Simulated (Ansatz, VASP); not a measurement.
This is a calculation of Ti for VASP 6.6.1.

INCAR

```
SYSTEM = Ti
ALGO = Normal
EDIFF = 1E-6
ENCUT = 520
GGA = PE
ISIF = 2
ISMEAR = 0
LASPH = .TRUE.
LCHARG = .FALSE.
LREAL = .FALSE.
LWAVE = .FALSE.
NBANDS = 12
NELM = 60
PREC = Accurate
SIGMA = 0.02
```

File KPOINTS:

```
k-points
0
G
  11 11 11
  0 0 0
```

The input POSCAR:

```
Ti
1.0
   -1.6410000000      1.6410000000      1.6410000000
    1.6410000000     -1.6410000000      1.6410000000
    1.6410000000      1.6410000000     -1.6410000000
Ti
1
Direct
    0.0000000000      0.0000000000      0.0000000000
```

Potentials or basis: VASP PAW PBE potentials, release 64 (Ti_sv).

Run with:

```bash
$ cat potpaw_PBE.64/Ti_sv/POTCAR > POTCAR
$ mpirun -np 1 vasp_std > vasp.out
```

**Question.** Set up the same calculation for Ansatz 0.2.0. Potentials there: all-electron LAPW, scalar-relativistic.

**Answer.** As run (the cutoff follows the program's own potentials):

File input.yaml:

```yaml
crystal:
  lattice:
    - [-1.641, 1.641, 1.641]
    - [1.641, -1.641, 1.641]
    - [1.641, 1.641, -1.641]
  atoms:
    - { symbol: Ti, position: [0.0, 0.0, 0.0] }
kpoints:
  mp_grid: { grid: [11, 11, 11] }
scf:
  occupations: { method: gaussian, width: 0.02 }
hamiltonian:
  xc: pbe
  pseudopotentials: { kind: all_electron, lapw: { basis_error: 0.001 } }
output:
  forces: true
  stress: true
  eigenvalues: true
```

Potentials or basis: all-electron LAPW, scalar-relativistic.

Command:

```console
$ ansatz run input.yaml --threads 1 --pin off --max-ram 3072MiB --backend cpu --events-out ev --progress --plain --runs-dir out
```

Both were run:

|  | VASP | Ansatz | Ansatz less VASP |
| --- | --- | --- | --- |
| gap on the k mesh at the Fermi level (eV) | none | none | - |
| pressure (GPa) | -3.1 | -2.9 | +0.23 |

A gap of «none» marks a metal or a gap that the smearing closes. Ansatz ran all-electron here, and VASP with PAW potentials.
